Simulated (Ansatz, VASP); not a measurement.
**One calculation of Sr, two programs**

```
CELL_PARAMETERS angstrom
0.00000 2.95792 2.95792
2.95792 0.00000 2.95792
2.95792 2.95792 0.00000
ATOMIC_POSITIONS crystal
Sr 0.00000 0.00000 0.00000
```

Alike in both runs: functional PBEsol; k mesh 12 × 12 × 12; occupations gaussian, width 0.1 eV; no spin polarisation.

Ansatz relaxed the structure, and its values are those at the end. VASP's run is a single point on that final structure, the one shown.

|  | VASP | Ansatz |
| --- | --- | --- |
| version | VASP 6.6.1 | Ansatz 0.2.0 |
| potentials or method | VASP PAW PBE potentials, release 64 (Sr_sv), cutoff 520 eV | scalar-relativistic, plane waves, PAW |
| valence electrons in the cell | 10 | 10 |

|  | VASP | Ansatz | Ansatz less VASP |
| --- | --- | --- | --- |
| gap on the k mesh at the Fermi level (eV) | none | none | - |
| pressure (GPa) | 0.0 | 0.0 | -0.01 |

VASP's potentials were made for PBE, not for PBEsol. A gap of «none» marks a metal or a gap that the smearing closes.
